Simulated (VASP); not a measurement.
Set up this calculation in VASP 6.6.1, as the native input.

```yaml
Task: single point
Functional: PBE
Potentials_or_basis: VASP PAW PBE potentials, release 64 (Al, H, F)
Cutoff: 520 eV
k_mesh: 18 × 18 × 4
Occupations: gaussian, width 0.1 eV
Spin: no spin polarisation
Dipole_correction: no
Further_INCAR_settings: ALGO = Normal; EDIFF = 1e-07; NBANDS = 28
```

The structure of AlHF2 lies in POSCAR:

```
AlHF2
1.0
    2.6561608935      0.0000000000      0.0000000000
   -1.3280804468      2.3003028103      0.0000000000
    0.0000000000      0.0000000000     11.4940813188
Al H F
2 2 4
Direct
    0.6666666667      0.3333333333      0.2500000000
    0.3333333333      0.6666666667      0.7500000000
    0.0000000000      0.0000000000      0.0000000000
    0.0000000000      0.0000000000      0.5000000000
    0.6666666667      0.3333333333      0.9148211555
    0.3333333333      0.6666666667      0.0851788445
    0.3333333333      0.6666666667      0.4148211555
    0.6666666667      0.3333333333      0.5851788445
```

The cell was generated, and may not be a known phase.

One way to write it, as run:

INCAR

```
PREC = Accurate
ENCUT = 520
EDIFF = 1E-7
ISMEAR = 0
SIGMA = 0.1
LREAL = False
LASPH = True
NELM = 100
ALGO = Normal
ISIF = 2
LWAVE = False
LCHARG = False
GGA = PE
NBANDS = 28
```

KPOINTS

```
Automatic mesh
0
Gamma
  18 18 4
```

Potentials or basis: VASP PAW PBE potentials, release 64 (Al, H, F).

The run is started by

```bash
$ cat potpaw_PBE.64/Al/POTCAR potpaw_PBE.64/H/POTCAR potpaw_PBE.64/F/POTCAR > POTCAR
$ mpirun -np 1 vasp_std > vasp.out
```

It gave:

| Item | Value |
| --- | --- |
| Pressure | -0.4 GPa |
| Band gap on the k mesh | zero (bands 18 and 19 overlap by 0.20 eV) |

Caveat: semilocal functionals underestimate gaps, and a narrow one can read as zero.

Run time: 6.2 min on 1 thread of Intel Xeon 8259CL (shared host), peak memory 0.27 GiB.
